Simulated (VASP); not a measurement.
# Cr2O3 (Eskolaite) (R-3c) in VASP: single point with PBE

Aim: the single point of Cr2O3 (Eskolaite) with PBE.

Program: VASP 6.6.1. These are calculated values, not measurements. Logs are shortened: lines on timing, memory, paths and dates and some standing lists are left out, and cuts for length are marked.

## Step 1: The cell of the first run

The structure is trigonal, space group R-3c (No. 167). The conventional cell has a = 4.957 Å, b = 4.957 Å, c = 13.592 Å, α = 90.00°, β = 90.00°, γ = 120.00°. Cr (site symmetry 3) has 6 O at 1.96 to 2.01 Å within 2.6 Å. O (site symmetry 2) has 4 Cr at 1.96 to 2.01 Å within 2.6 Å.

## Step 2: Single point, PBE

INCAR reads:

```
PREC = Accurate
ENCUT = 520
EDIFF = 1E-6
ISMEAR = -1
SIGMA = 0.05
LREAL = False
LASPH = True
NELM = 100
ALGO = Normal
ISIF = 2
LWAVE = False
LCHARG = False
GGA = PE
NBANDS = 53
```

KPOINTS reads:

```
Automatic mesh
0
Gamma
  5 5 5
```

POSCAR reads:

```
Cr2O3
1.0
    2.4785000000      1.4309626400      4.5307666700
   -2.4785000000      1.4309626400      4.5307666700
    0.0000000000     -2.8619252800      4.5307666700
Cr O
4 6
Direct
    0.3474800000      0.3474800000      0.3474800000
    0.1525200000      0.1525200000      0.1525200000
    0.6525200000      0.6525200000      0.6525200000
    0.8474800000      0.8474800000      0.8474800000
    0.5558000000      0.9442000000      0.2500000000
    0.2500000000      0.5558000000      0.9442000000
    0.9442000000      0.2500000000      0.5558000000
    0.4442000000      0.0558000000      0.7500000000
    0.7500000000      0.4442000000      0.0558000000
    0.0558000000      0.7500000000      0.4442000000
```

Potentials or basis: VASP PAW PBE potentials, release 64 (Cr_pv, O).

Launch:

```sh
cat potpaw_PBE.64/Cr_pv/POTCAR potpaw_PBE.64/O/POTCAR > POTCAR
mpirun -np 1 vasp_std > vasp.out
```

OUTCAR:

```text
PREC = Accurate
   ENCUT = 520
   EDIFF = 1E-6
   ISMEAR = -1
   LREAL = False
   LASPH = True
   NELM = 100
   ISIF = 2
   GGA = PE

 ion  position               nearest neighbor table
   1  0.347  0.347  0.347-   9 1.96   8 1.96  10 1.96   6 2.01   7 2.01   5 2.01   2 2.65   3 2.89
                             3 2.89   3 2.89
   2  0.153  0.153  0.153-  10 1.96   8 1.96   9 1.96   7 2.01   6 2.01   5 2.01   1 2.65   4 2.89
                             4 2.89   4 2.89
   3  0.653  0.653  0.653-   6 1.96   5 1.96   7 1.96   9 2.01  10 2.01   8 2.01   4 2.65   1 2.89
                             1 2.89   1 2.89
   4  0.847  0.847  0.847-   7 1.96   5 1.96   6 1.96  10 2.01   9 2.01   8 2.01   3 2.65   2 2.89
                             2 2.89   2 2.89
   5  0.556  0.944  0.250-   3 1.96   4 1.96   1 2.01   2 2.01
   6  0.250  0.556  0.944-   3 1.96   4 1.96   1 2.01   2 2.01
   7  0.944  0.250  0.556-   4 1.96   3 1.96   2 2.01   1 2.01
   8  0.444  0.056  0.750-   1 1.96   2 1.96   3 2.01   4 2.01
   9  0.750  0.444  0.056-   1 1.96   2 1.96   3 2.01   4 2.01
  10  0.056  0.750  0.444-   2 1.96   1 1.96   4 2.01   3 2.01

  LATTYP: Found a trigonal (rhomboedric) cell.
 ALAT       =     5.3589609949
 COS(alpha) =     0.5721942188

  Lattice vectors:

 A1 = (   2.4785000000,   1.4309626400,   4.5307666700)
 A2 = (  -2.4785000000,   1.4309626400,   4.5307666700)
 A3 = (   0.0000000000,  -2.8619252800,   4.5307666700)

Analysis of symmetry for initial positions (statically):
=====================================================================
 Subroutine PRICEL returns:
 Original cell was already a primitive cell.

 Routine SETGRP: Setting up the symmetry group for a
 trigonal (rhombohedral) supercell.

 Subroutine GETGRP returns: Found 12 space group operations
 (whereof  6 operations were pure point group operations)
 out of a pool of 12 trial point group operations.

The static configuration has the point symmetry S_6 .
 The point group associated with its full space group is D_3d.

Analysis of symmetry for dynamics (positions and initial velocities):
=====================================================================
 Subroutine PRICEL returns:
 Original cell was already a primitive cell.

 Routine SETGRP: Setting up the symmetry group for a
 trigonal (rhombohedral) supercell.

 Subroutine GETGRP returns: Found 12 space group operations
 (whereof  6 operations were pure point group operations)
 out of a pool of 12 trial point group operations.

The dynamic configuration has the point symmetry S_6 .
 The point group associated with its full space group is D_3d.

 Subroutine INISYM returns: Found 12 space group operations
 (whereof  6 operations are pure point group operations),
 and found     1 'primitive' translations

----------------------------------------------------------------------------------------

                                     Primitive cell

  volume of cell :      96.4140

  direct lattice vectors                    reciprocal lattice vectors
     2.478500000  1.430962640  4.530766670     0.201734920  0.116471711  0.073571066
    -2.478500000  1.430962640  4.530766670    -0.201734920  0.116471711  0.073571066
     0.000000000 -2.861925280  4.530766670     0.000000000 -0.232943421  0.073571066

  length of vectors
     5.358960995  5.358960995  5.358960993     0.244285364  0.244285364  0.244285365

  position of ions in fractional coordinates (direct lattice)
     0.347480000  0.347480000  0.347480000
     0.152520000  0.152520000  0.152520000
     0.652520000  0.652520000  0.652520000
     0.847480000  0.847480000  0.847480000
     0.555800000  0.944200000  0.250000000
     0.250000000  0.555800000  0.944200000
     0.944200000  0.250000000  0.555800000
     0.444200000  0.055800000  0.750000000
     0.750000000  0.444200000  0.055800000
     0.055800000  0.750000000  0.444200000

  ion indices of the primitive-cell ions
   primitive index   ion index
                 1           1
                 2           2
                 3           3
                 4           4
                 5           5
                 6           6
                 7           7
                 8           8
                 9           9
                10          10

----------------------------------------------------------------------------------------

 KPOINTS: Automatic mesh

Automatic generation of k-mesh.
 Grid dimensions read from file:
 generate k-points for:    5    5    5

 Generating k-lattice:

  Cartesian coordinates                     Fractional coordinates (reciprocal lattice)
     0.040346984  0.023294342  0.014714213     0.200000000 -0.000000000  0.000000000
    -0.040346984  0.023294342  0.014714213    -0.000000000  0.200000000  0.000000000
     0.000000000 -0.046588684  0.014714213     0.000000000  0.000000000  0.200000000

  Length of vectors
     0.048857073  0.048857073  0.048857073

  Shift w.r.t. Gamma in fractional coordinates (k-lattice)
     0.000000000  0.000000000  0.000000000

 Subroutine IBZKPT returns following result:
 ===========================================

 Found     19 irreducible k-points:

 Following reciprocal coordinates:
            Coordinates               Weight
  0.000000  0.000000  0.000000      1.000000
  0.200000  0.000000  0.000000      6.000000
  0.400000  0.000000  0.000000      6.000000
  0.200000  0.200000  0.000000      6.000000
  0.400000  0.200000  0.000000     12.000000
 -0.400000  0.200000 -0.000000     12.000000
[... 11 lines left out ...]
  0.400000  0.400000  0.400000      2.000000
 -0.400000  0.400000  0.400000      6.000000
   k-points           NKPTS =     19   k-points in BZ     NKDIM =     19   number of bands    NBANDS=     53
   number of dos      NEDOS =    301   number of ions     NIONS =     10
   total plane-waves  NPLWV =  64000
   dimension x,y,z NGX =    40 NGY =   40 NGZ =   40
   dimension x,y,z NGXF=    80 NGYF=   80 NGZF=   80
   ions per type =               4   6
   NGX,Y,Z   is equivalent  to a cutoff of  12.41, 12.41, 12.41 a.u.
   NGXF,Y,Z  is equivalent  to a cutoff of  24.82, 24.82, 24.82 a.u.
 SYSTEM =  unknown system
   PREC   = accura    normal or accurate (medium, high low for compatibility)
   ISTART =      0    job   : 0-new  1-cont  2-samecut
   ICHARG =      2    charge: 1-file 2-atom 10-const
   ISPIN  =      1    spin polarized calculation?
   LNONCOLLINEAR =      F non collinear calculations
   LSORBIT =      F    spin-orbit coupling
   LASPH  =      T    aspherical Exc in radial PAW
   ENCUT  =  520.0 eV  38.22 Ry    6.18 a.u.   9.96  9.96  9.96*2*pi/ulx,y,z
   NELM   =    100;   NELMIN=  2; NELMDL= -5     # of ELM steps
   EDIFF  = 0.1E-05   stopping-criterion for ELM
   LREAL  =      F    real-space projection
   EDIFFG = 0.1E-04   stopping-criterion for IOM
   NSW    =      0    number of steps for IOM
   IBRION =     -1    ionic relax: 0-MD 1-quasi-New 2-CG
   NFREE  =      0    steps in history (QN), initial steepest desc. (CG)
   ISIF   =      2    stress and relaxation
   ISYM   =      2    0-nonsym 1-usesym 2-fastsym
   POTIM  = 0.5000    time-step for ionic-motion
   TEBEG  =    0.0;   TEEND  =   0.0 temperature during run
   PSTRESS=    0.0 pullay stress
   NELECT =      84.0000    total number of electrons
   NUPDOWN=      -1.0000    fix difference up-down
   EMIN   =  10.00;   EMAX   =-10.00  energy-range for DOS
   EFERMI =   0.00;   METHOD = LEGACY
   ISMEAR =    -1;   SIGMA  =   0.05  broadening in eV -4-tet -1-fermi 0-gaus
   EFERMI_NEDOS =   21; number of points for ismear=-14 and -15
   IALGO  =     38    algorithm
   IMIX   =      4    mixing-type and parameters
     AMIX     =   0.40;   BMIX     =  1.00
     AMIX_MAG =   1.60;   BMIX_MAG =  1.00
  volume/ion in A,a.u.               =       9.64        65.06
  Fermi-wavevector in a.u.,A,eV,Ry     =   1.563584  2.954745 33.263452  2.444795
  Thomas-Fermi vector in A             =   2.666334
   LORBIT       =      0    0 simple, 1 ext, 2 COOP (PROOUT), +10 PAW based schemes
   GGA     = PE    functional components
   LHFCALC =     F    Hartree Fock is set to
   AEXX    =    0.0000 exact exchange contribution
   IVDW    =     0    specifies the selected vdW correction
   LEPSILON=     F    determine dielectric tensor
   LRPA    =     F    only Hartree local field effects (RPA)
 non-spin polarized calculation
  energy-cutoff  :      520.00
  volume of cell :       96.41
 maximum number of plane-waves:      2624
   NGX = 19   NGY = 19   NGZ = 19

 number of electron      83.9999994 magnetization

 Free energy of the ion-electron system (eV)
  ---------------------------------------------------
  ext. energy  EPLUGINS =         0.00000000
  ---------------------------------------------------
  free energy    TOTEN  =       -83.49591660 eV

  energy without entropy =      -83.37292347  energy(sigma->0) =      -83.43442004

 E-fermi :   7.5941     XC(G=0): -12.1823

 val. band max:        7.5907729484   @ k =   0.4000   0.2000   0.0000
 cond. band min:       7.6182851654   @ k =   0.2000   0.2000   0.0000
 fundamental gap:      0.0275122170
 Fermi energy:         7.5940670076

 k-point     1 :       0.0000    0.0000    0.0000
  band No.  band energies     occupation
      1     -36.4872      2.00000
      2     -36.4330      2.00000
      3     -36.3519      2.00000
      4     -36.3519      2.00000
      5     -36.3207      2.00000
      6     -36.3207      2.00000
[... 45 lines left out ...]
     52       9.2482      0.00000
     53      10.7225      0.00000

 k-point     2 :       0.2000    0.0000    0.0000
  band No.  band energies     occupation
      1     -36.4818      2.00000
      2     -36.4369      2.00000
      3     -36.3516      2.00000
      4     -36.3473      2.00000
      5     -36.3274      2.00000
      6     -36.3106      2.00000
[... 45 lines left out ...]
     52       9.5087      0.00000
     53      10.5252      0.00000
[... 894 lines left out ...]
     52       9.7237      0.00000
     53      10.2237      0.00000

 k-point    19 :      -0.4000    0.4000    0.4000
  band No.  band energies     occupation
      1     -36.4524      2.00000
      2     -36.4487      2.00000
      3     -36.3572      2.00000
      4     -36.3486      2.00000
      5     -36.3266      2.00000
      6     -36.3137      2.00000
[... 45 lines left out ...]
     52       9.9046      0.00000
     53      10.0315      0.00000

------------------------ aborting loop because EDIFF is reached ----------------------------------------

  FORCE on cell =-STRESS in cart. coord.  units (eV):
  Direction    XX          YY          ZZ          XY          YZ          ZX
  --------------------------------------------------------------------------------------
  -------------------------------------------------------------------------------------
  Total       -7.9785926     -7.9785926     -0.7765516     -0.0000000     -0.0000000      0.0000000
  in kB     -132.5857065   -132.5857061    -12.9044860     -0.0000000     -0.0000000      0.0000000
  external PRESSURE =     -92.6919662 kB  Pullay stress =       0.0000000 kB

 VOLUME and BASIS-vectors are now :
 -----------------------------------------------------------------------------
  energy-cutoff  :      520.00
  volume of cell :       96.41
      direct lattice vectors                 reciprocal lattice vectors
     2.478500000  1.430962640  4.530766670     0.201734920  0.116471711  0.073571066
    -2.478500000  1.430962640  4.530766670    -0.201734920  0.116471711  0.073571066
     0.000000000 -2.861925280  4.530766670     0.000000000 -0.232943421  0.073571066

 POSITION                                       TOTAL-FORCE (eV/Angst)
 -----------------------------------------------------------------------------------
      0.00000      0.00000      4.72305        -0.000000      0.000000     -0.726758
      0.00000      0.00000      2.07310        -0.000000      0.000000      0.726758
      0.00000      0.00000      8.86925        -0.000000      0.000000      0.726758
      0.00000      0.00000     11.51920        -0.000000      0.000000     -0.726758
     -0.96265      1.43096      7.92884         1.238971      0.000000      0.000000
     -0.75793     -1.54916      7.92884        -0.619486      1.072981     -0.000000
      1.72057      0.11820      7.92884        -0.619486     -1.072981     -0.000000
      0.96265     -1.43096      5.66346        -1.238971      0.000000     -0.000000
      0.75793      1.54916      5.66346         0.619486     -1.072981     -0.000000
     -1.72057     -0.11820      5.66346         0.619486      1.072981     -0.000000
 -----------------------------------------------------------------------------------
    total drift:                               -0.000000     -0.000000     -0.000000

  FREE ENERGIE OF THE ION-ELECTRON SYSTEM (eV)
  ---------------------------------------------------
  free  energy   TOTEN  =       -83.4959166046 eV

  energy  without entropy=      -83.3729234679  energy(sigma->0) =      -83.43442004
```

Wall time 2.1 min (1 thread of Intel Xeon Platinum 8259CL at 2.50GHz (Skylake/Cascade Lake), shared host); peak memory 0.26 GiB.

What came out:

```
Free energy            : -83.4959 eV
Pressure               : -9.3 GPa
Largest force          : 1.239 eV/Å
Band gap on the k mesh : zero (band 42 reaches 7.64 eV, above the bottom of band 43 at 7.35 eV)
```

Forces in eV/Å, atoms in the order of the input:
```
Cr   0.000  0.000 -0.727
Cr   0.000  0.000  0.727
Cr   0.000  0.000  0.727
Cr   0.000  0.000 -0.727
O    1.239  0.000  0.000
O   -0.619  1.073  0.000
O   -0.619 -1.073  0.000
O   -1.239  0.000  0.000
O    0.619 -1.073  0.000
O    0.619  1.073  0.000
```

Stress tensor (GPa, compression positive):
```
-13.26   0.00   0.00
  0.00 -13.26   0.00
  0.00   0.00  -1.29
```

Levels at points of the mesh, in eV from the Fermi level:
```csv
k point,band 38,band 39,band 40,band 41,band 42,band 43,band 44,band 45,band 46,band 47
"(0.00, 0.00, 0.00)",-0.74,-0.74,-0.30,-0.30,-0.24,-0.24,-0.24,0.52,0.52,0.56
```

Caveat: the run has no spin polarisation, though such a crystal can be magnetic; semilocal functionals often make such compounds metallic where correlation or magnetic order opens a gap, which also shifts bond lengths; forces of over 1 eV/Å act on the atoms, so gaps and moduli don't describe the material at rest. Spin polarisation is off, so any magnetic state and its effect on volume and gap are missing.
